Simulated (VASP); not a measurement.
GaP, 2 atoms in the cell. The structure is tetragonal, space group I-4m2 (No. 119). The conventional cell has a = 3.928 Å, b = 3.928 Å, c = 5.408 Å, α = 90.00°, β = 90.00°, γ = 90.00°. Within 3.1 Å of Ga (site symmetry -4m2) lie 4 P at 2.38 Å. P (site symmetry -4m2) has 4 Ga at 2.38 Å within 3.1 Å. 

```yaml
Program: VASP 6.6.1
Task: single point
Functional: PBE
Potentials_or_basis: VASP PAW PBE potentials, release 64 (Ga_d, P)
Cutoff: 520 eV
k_mesh: 10 × 10 × 10
Occupations: gaussian, width 0.05 eV
Spin: no spin polarisation
Dipole_correction: no
Further_INCAR_settings: ALGO = Normal; EDIFF = 1e-06; NBANDS = 16
```

Potentials or basis: VASP PAW PBE potentials, release 64 (Ga_d, P).

The run is started by

```console
$ cat potpaw_PBE.64/Ga_d/POTCAR potpaw_PBE.64/P/POTCAR > POTCAR
$ mpirun -np 1 vasp_std > vasp.out
```

Hardware: 1 thread of AMD EPYC 7R13 (shared host).

Q: Estimate the wall time of this run.

A: Run time: 94 s on 1 thread of AMD EPYC 7R13 (shared host), peak memory 0.18 GiB. Counts: scf iterations 12, k points 102.
